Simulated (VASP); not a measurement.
# NbP (I4_1md) in VASP: further runs

NbP is run at these levels: LDA, r2SCAN; tasks: single point.

Program: VASP 6.6.1. These are calculated values, not measurements. Logs are shortened: lines on timing, memory, paths and dates and some standing lists are left out, and cuts for length are marked.

### 1 The cell of the first run

The structure is tetragonal, space group I4_1md (No. 109). Conventional cell: a = 3.350 Å, b = 3.350 Å, c = 11.480 Å, α = 90.00°, β = 90.00°, γ = 90.00°. Within 3.4 Å of Nb (site symmetry 2mm) lie 6 P at 2.55 Å and 8 Nb at 3.32 to 3.35 Å. P (site symmetry 2mm) has 6 Nb at 2.55 Å and 8 P at 3.32 to 3.35 Å within 3.4 Å.

### 2 Single point, LDA

INCAR

```
SYSTEM = NbP
PREC = Accurate
ENCUT = 520
EDIFF = 1E-6
ISMEAR = -1
SIGMA = 0.05
LREAL = .FALSE.
LASPH = .TRUE.
NELM = 100
ALGO = Normal
ISIF = 2
LWAVE = .FALSE.
LCHARG = .TRUE.
GGA = CA
LELF = .TRUE.
LVHAR = .TRUE.
NBANDS = 26
```

KPOINTS

```
regular mesh
0
G
  9 9 9
  0 0 0
```

POSCAR

```
NbP
1.0
   -1.6749232544      1.6749232544      5.7401081759
    1.6749232544     -1.6749232544      5.7401081759
    1.6749232544      1.6749232544     -5.7401081759
Nb P
2 2
Direct
    0.2498808000      0.7498808000      0.5000000000
    0.4998808000      0.4998808000      0.0000000000
    0.8327477700      0.3327477700      0.5000000000
    0.0827477700      0.0827477700      0.0000000000
```

Potentials or basis: VASP PAW LDA potentials, release 64 (Nb_sv, P).

The run is started by

```bash
$ cat potpaw_LDA.64/Nb_sv/POTCAR potpaw_LDA.64/P/POTCAR > POTCAR
$ mpirun -np 1 vasp_std > vasp.out
```

OUTCAR:

```text
SYSTEM = NbP
   PREC = Accurate
   ENCUT = 520
   EDIFF = 1E-6
   ISMEAR = -1
   LREAL = .FALSE.
   LASPH = .TRUE.
   NELM = 100
   ISIF = 2
   GGA = CA

 ion  position               nearest neighbor table
   1  0.250  0.750  0.500-   4 2.55   4 2.55   3 2.55   3 2.55   3 2.55   3 2.55
   2  0.500  0.500  0.000-   3 2.55   3 2.55   4 2.55   4 2.55   4 2.55   4 2.55
   3  0.833  0.333  0.500-   2 2.55   2 2.55   1 2.55   1 2.55   1 2.55   1 2.55
   4  0.083  0.083  0.000-   1 2.55   1 2.55   2 2.55   2 2.55   2 2.55   2 2.55

  LATTYP: Found a body centered tetragonal cell.
 ALAT       =     3.3498465088
 C/A-ratio  =     3.4270872775

  Lattice vectors:

 A1 = (  -1.6749232544,   1.6749232544,   5.7401081759)
 A2 = (   1.6749232544,  -1.6749232544,   5.7401081759)
 A3 = (   1.6749232544,   1.6749232544,  -5.7401081759)

Analysis of symmetry for initial positions (statically):
=====================================================================
 Subroutine PRICEL returns:
 Original cell was already a primitive cell.

 Routine SETGRP: Setting up the symmetry group for a
 body centered tetragonal supercell.

 Subroutine GETGRP returns: Found  8 space group operations
 (whereof  4 operations were pure point group operations)
 out of a pool of 16 trial point group operations.

The static configuration has the point symmetry C_2v.
 The point group associated with its full space group is C_4v.

Analysis of symmetry for dynamics (positions and initial velocities):
=====================================================================
 Subroutine PRICEL returns:
 Original cell was already a primitive cell.

 Routine SETGRP: Setting up the symmetry group for a
 body centered tetragonal supercell.

 Subroutine GETGRP returns: Found  8 space group operations
 (whereof  4 operations were pure point group operations)
 out of a pool of 16 trial point group operations.

The dynamic configuration has the point symmetry C_2v.
 The point group associated with its full space group is C_4v.

 Subroutine INISYM returns: Found  8 space group operations
 (whereof  4 operations are pure point group operations),
 and found     1 'primitive' translations

----------------------------------------------------------------------------------------

                                     Primitive cell

  volume of cell :      64.4125

  direct lattice vectors                    reciprocal lattice vectors
    -1.674923254  1.674923254  5.740108176     0.000000000  0.298521140  0.087106372
     1.674923254 -1.674923254  5.740108176     0.298521140  0.000000000  0.087106372
     1.674923254  1.674923254 -5.740108176     0.298521140  0.298521140  0.000000000

  length of vectors
     6.209635874  6.209635874  6.209635874     0.310970081  0.310970081  0.422172645

  position of ions in fractional coordinates (direct lattice)
     0.249880800  0.749880800  0.500000000
     0.499880800  0.499880800  0.000000000
     0.832747770  0.332747770  0.500000000
     0.082747770  0.082747770  0.000000000

  ion indices of the primitive-cell ions
   primitive index   ion index
                 1           1
                 2           2
                 3           3
                 4           4

----------------------------------------------------------------------------------------

 KPOINTS: regular mesh

Automatic generation of k-mesh.
 Grid dimensions read from file:
 generate k-points for:    9    9    9

 Generating k-lattice:

  Cartesian coordinates                     Fractional coordinates (reciprocal lattice)
     0.000000000  0.033169016  0.009678486     0.111111111  0.000000000 -0.000000000
     0.033169016  0.000000000  0.009678486     0.000000000  0.111111111 -0.000000000
     0.033169016  0.033169016  0.000000000     0.000000000  0.000000000  0.111111111

  Length of vectors
     0.034552231  0.034552231  0.046908072

  Shift w.r.t. Gamma in fractional coordinates (k-lattice)
     0.000000000  0.000000000  0.000000000

 Subroutine IBZKPT returns following result:
 ===========================================

 Found     75 irreducible k-points:

 Following reciprocal coordinates:
            Coordinates               Weight
  0.000000  0.000000  0.000000      1.000000
  0.111111  0.000000 -0.000000      8.000000
  0.222222 -0.000000  0.000000      8.000000
  0.333333 -0.000000  0.000000      8.000000
  0.444444 -0.000000  0.000000      8.000000
  0.111111  0.111111 -0.000000      8.000000
[... 16 lines left out ...]
 -0.333333  0.333333  0.000000      4.000000
  0.444444  0.444444  0.000000      8.000000
 [... further k-points ...]
   k-points           NKPTS =     75   k-points in BZ     NKDIM =     75   number of bands    NBANDS=     26
   number of dos      NEDOS =    301   number of ions     NIONS =      4
   total plane-waves  NPLWV = 110592
   dimension x,y,z NGX =    48 NGY =   48 NGZ =   48
   dimension x,y,z NGXF=    96 NGYF=   96 NGZF=   96
   ions per type =               2   2
   NGX,Y,Z   is equivalent  to a cutoff of  12.85, 12.85, 12.85 a.u.
   NGXF,Y,Z  is equivalent  to a cutoff of  25.70, 25.70, 25.70 a.u.
 SYSTEM =  NbP
   PREC   = accura    normal or accurate (medium, high low for compatibility)
   ISTART =      0    job   : 0-new  1-cont  2-samecut
   ICHARG =      2    charge: 1-file 2-atom 10-const
   ISPIN  =      1    spin polarized calculation?
   LNONCOLLINEAR =      F non collinear calculations
   LSORBIT =      F    spin-orbit coupling
   LASPH  =      T    aspherical Exc in radial PAW
   ENCUT  =  520.0 eV  38.22 Ry    6.18 a.u.  11.55 11.55 11.55*2*pi/ulx,y,z
   NELM   =    100;   NELMIN=  2; NELMDL= -5     # of ELM steps
   EDIFF  = 0.1E-05   stopping-criterion for ELM
   LREAL  =      F    real-space projection
   EDIFFG = 0.1E-04   stopping-criterion for IOM
   NSW    =      0    number of steps for IOM
   IBRION =     -1    ionic relax: 0-MD 1-quasi-New 2-CG
   NFREE  =      0    steps in history (QN), initial steepest desc. (CG)
   ISIF   =      2    stress and relaxation
   ISYM   =      2    0-nonsym 1-usesym 2-fastsym
   POTIM  = 0.5000    time-step for ionic-motion
   TEBEG  =    0.0;   TEEND  =   0.0 temperature during run
   PSTRESS=    0.0 pullay stress
   NELECT =      36.0000    total number of electrons
   NUPDOWN=      -1.0000    fix difference up-down
   EMIN   =  10.00;   EMAX   =-10.00  energy-range for DOS
   EFERMI =   0.00;   METHOD = LEGACY
   ISMEAR =    -1;   SIGMA  =   0.05  broadening in eV -4-tet -1-fermi 0-gaus
   EFERMI_NEDOS =   21; number of points for ismear=-14 and -15
   IALGO  =     38    algorithm
   IMIX   =      4    mixing-type and parameters
     AMIX     =   0.40;   BMIX     =  1.00
     AMIX_MAG =   1.60;   BMIX_MAG =  1.00
  volume/ion in A,a.u.               =      16.10       108.67
  Fermi-wavevector in a.u.,A,eV,Ry     =   1.348504  2.548304 24.741706  1.818464
  Thomas-Fermi vector in A             =   2.476168
   LORBIT       =      0    0 simple, 1 ext, 2 COOP (PROOUT), +10 PAW based schemes
   GGA     = CA    functional components
   LHFCALC =     F    Hartree Fock is set to
   AEXX    =    0.0000 exact exchange contribution
   IVDW    =     0    specifies the selected vdW correction
   LEPSILON=     F    determine dielectric tensor
   LRPA    =     F    only Hartree local field effects (RPA)
 non-spin polarized calculation
  energy-cutoff  :      520.00
  volume of cell :       64.41
 maximum number of plane-waves:      1751
 NGX is ok and might be reduce to    48
   NGX = 23   NGY = 23   NGZ = 23

 number of electron      35.9999999 magnetization

 Free energy of the ion-electron system (eV)
  ---------------------------------------------------
  ext. energy  EPLUGINS =         0.00000000
  ---------------------------------------------------
  free energy    TOTEN  =       -38.93369081 eV

  energy without entropy =      -38.92650245  energy(sigma->0) =      -38.93009663

 E-fermi :  10.4234     XC(G=0): -12.1519

 val. band max:       10.3667970361   @ k =  -0.2222  -0.4444   0.2222
 cond. band min:      10.4407536544   @ k =  -0.1111   0.4444   0.1111
 fundamental gap:      0.0739566182
 Fermi energy:        10.4234295967

 k-point     1 :       0.0000    0.0000    0.0000
  band No.  band energies     occupation
      1     -44.2053      2.00000
      2     -44.1674      2.00000
      3     -20.6386      2.00000
      4     -20.4402      2.00000
      5     -20.4402      2.00000
      6     -20.2926      2.00000
[... 18 lines left out ...]
     25      14.4754      0.00000
     26      14.4767      0.00000

 k-point     2 :       0.1111    0.0000   -0.0000
  band No.  band energies     occupation
      1     -44.2024      2.00000
      2     -44.1662      2.00000
      3     -20.6276      2.00000
      4     -20.4726      2.00000
      5     -20.4376      2.00000
      6     -20.3250      2.00000
[... 18 lines left out ...]
     25      14.5616      0.00000
     26      15.0286      0.00000

 k-point     3 :       0.2222   -0.0000    0.0000
  band No.  band energies     occupation
      1     -44.1947      2.00000
      2     -44.1634      2.00000
      3     -20.6110      2.00000
      4     -20.5416      2.00000
      5     -20.4309      2.00000
      6     -20.3994      2.00000
[... 18 lines left out ...]
     25      15.0549      0.00000
     26      16.0513      0.00000

 k-point     4 :       0.3333   -0.0000    0.0000
  band No.  band energies     occupation
      1     -44.1854      2.00000
      2     -44.1607      2.00000
      3     -20.6693      2.00000
      4     -20.5485      2.00000
      5     -20.4670      2.00000
      6     -20.4232      2.00000
[... 18 lines left out ...]
     25      14.9590      0.00000
     26      16.7453      0.00000

 k-point     5 :       0.4444   -0.0000    0.0000
  band No.  band energies     occupation
      1     -44.1788      2.00000
      2     -44.1596      2.00000
      3     -20.7268      2.00000
      4     -20.5663      2.00000
      5     -20.4699      2.00000
      6     -20.4182      2.00000
[... 18 lines left out ...]
     25      15.1336      0.00000
     26      16.6059      0.00000

 k-point     6 :       0.1111    0.1111   -0.0000
  band No.  band energies     occupation
      1     -44.1989      2.00000
      2     -44.1655      2.00000
      3     -20.6120      2.00000
      4     -20.4750      2.00000
      5     -20.4657      2.00000
      6     -20.3256      2.00000
[... 427 lines left out ...]
 k-point    21 :       0.4444    0.3333    0.0000
  band No.  band energies     occupation
      1     -44.1599      2.00000
      2     -44.1529      2.00000
      3     -20.6918      2.00000
      4     -20.6270      2.00000
      5     -20.5192      2.00000
      6     -20.4662      2.00000
[... 18 lines left out ...]
     25      15.8148      0.00000
     26      16.1618      0.00000

 k-point    22 :      -0.4444    0.3333   -0.0000
  band No.  band energies     occupation
      1     -44.1625      2.00000
      2     -44.1502      2.00000
      3     -20.6907      2.00000
      4     -20.6258      2.00000
      5     -20.5206      2.00000
      6     -20.4704      2.00000
[... 18 lines left out ...]
     25      15.7533      0.00000
     26      16.3398      0.00000

 k-point    23 :      -0.3333    0.3333    0.0000
  band No.  band energies     occupation
      1     -44.1694      2.00000
      2     -44.1509      2.00000
      3     -20.6359      2.00000
      4     -20.6338      2.00000
      5     -20.4980      2.00000
      6     -20.4679      2.00000
[... 18 lines left out ...]
     25      15.4990      0.00000
     26      16.5180      0.00000

 k-point    24 :       0.4444    0.4444    0.0000
  band No.  band energies     occupation
      1     -44.1532      2.00000
      2     -44.1521      2.00000
      3     -20.6813      2.00000
      4     -20.6804      2.00000
      5     -20.5112      2.00000
      6     -20.5094      2.00000
[... 18 lines left out ...]
     25      16.2820      0.00000
     26      16.4762      0.00000

 [... further k-points ...]

------------------------ aborting loop because EDIFF is reached ----------------------------------------

  FORCE on cell =-STRESS in cart. coord.  units (eV):
  Direction    XX          YY          ZZ          XY          YZ          ZX
  --------------------------------------------------------------------------------------
  -------------------------------------------------------------------------------------
  Total       -3.8410551     -3.8410551     -3.7015576      0.0000000      0.0000000      0.0000000
  in kB      -95.5413165    -95.5413165    -92.0714971      0.0000000      0.0000000      0.0000000
  external PRESSURE =     -94.3847101 kB  Pullay stress =       0.0000000 kB

 VOLUME and BASIS-vectors are now :
 -----------------------------------------------------------------------------
  energy-cutoff  :      520.00
  volume of cell :       64.41
      direct lattice vectors                 reciprocal lattice vectors
    -1.674923254  1.674923254  5.740108176     0.000000000  0.298521140  0.087106372
     1.674923254 -1.674923254  5.740108176     0.298521140  0.000000000  0.087106372
     1.674923254  1.674923254 -5.740108176     0.298521140  0.298521140  0.000000000

 POSITION                                       TOTAL-FORCE (eV/Angst)
 -----------------------------------------------------------------------------------
      1.67492      0.00000      2.86869        -0.000000     -0.000000      0.009705
      0.00000      0.00000      5.73874         0.000000      0.000000      0.009705
      0.00000      1.67492      3.82002         0.000000     -0.000000     -0.009705
      0.00000      0.00000      0.94996        -0.000000      0.000000     -0.009705
 -----------------------------------------------------------------------------------
    total drift:                               -0.000000     -0.000000      0.000251

  FREE ENERGIE OF THE ION-ELECTRON SYSTEM (eV)
  ---------------------------------------------------
  free  energy   TOTEN  =       -38.9336908084 eV

  energy  without entropy=      -38.9265024494  energy(sigma->0) =      -38.93009663
```

Run time: 8.8 min. Hardware: 1 thread of Intel Xeon 8259CL, shared host; peak memory 0.31 GiB.

What came out:

| Quantity | Value |
| --- | --- |
| Free energy | -38.9337 eV |
| Pressure | -9.4 GPa |
| Largest force | 0.010 eV/Å |
| Band gap on the k mesh | zero (band 18 reaches 10.48 eV, above the bottom of band 19 at 10.44 eV) |

Forces in eV/Å, atoms in the order of the input:
```
Nb   0.000  0.000  0.010
Nb   0.000  0.000  0.010
P    0.000  0.000 -0.010
P    0.000  0.000 -0.010
```

Stress tensor (GPa, compression positive):
```
-9.55  0.00  0.00
 0.00 -9.55  0.00
 0.00  0.00 -9.21
```

### 3 Single point, r2SCAN

POSCAR is that of step 2.

INCAR.step1

```
PREC = Accurate
ENCUT = 520
ISMEAR = -1
SIGMA = 0.05
LREAL = F
LASPH = T
NELM = 80
NBANDS = 26
GGA = PE
ALGO = Normal
EDIFF = 1E-4
LWAVE = T
LCHARG = F
```

INCAR.step2

```
PREC = Accurate
ENCUT = 520
EDIFF = 1E-6
ISMEAR = -1
SIGMA = 0.05
LREAL = F
LASPH = T
NELM = 80
ALGO = Normal
ISIF = 2
LWAVE = F
LCHARG = F
METAGGA = R2SCAN
LMIXTAU = T
NBANDS = 26
ISTART = 1
```

KPOINTS

```
regular mesh
0
Gamma
  9 9 9
```

Potentials or basis: VASP PAW PBE potentials, release 64 (Nb_sv, P).

The run is started by

```bash
$ cat potpaw_PBE.64/Nb_sv/POTCAR potpaw_PBE.64/P/POTCAR > POTCAR
$ cp INCAR.step1 INCAR
$ mpirun -np 1 vasp_std > vasp.out
$ cp INCAR.step2 INCAR
$ mpirun -np 1 vasp_std > vasp.out
```

Wall time 40 min (1 thread of Intel Xeon 8259CL, shared host); peak memory 0.42 GiB.

Results (log left out):

* Free energy: -72.0475 eV
* Pressure: -2.0 GPa
* Largest force: 0.011 eV/Å
* Band gap on the k mesh: zero (band 18 reaches 10.68 eV, above the bottom of band 19 at 10.58 eV)

Forces in eV/Å, atoms in the order of the input:
```
Nb   0.000  0.000 -0.011
Nb   0.000  0.000 -0.011
P    0.000  0.000  0.011
P    0.000  0.000  0.011
```

Stress tensor (GPa, compression positive):
```
-2.21  0.00  0.00
 0.00 -2.21  0.00
 0.00  0.00 -1.66
```

Levels at points of the mesh, in eV from the Fermi level:
| k point | band 16 | band 17 | band 18 | band 19 | band 20 | band 21 |
| --- | --- | --- | --- | --- | --- | --- |
| (0.00, 0.00, 0.00) | -1.80 | -1.51 | -1.51 | 0.85 | 1.65 | 2.78 |

Caveat: the PAW data sets were made with another functional, which shifts forces and pressure a little.
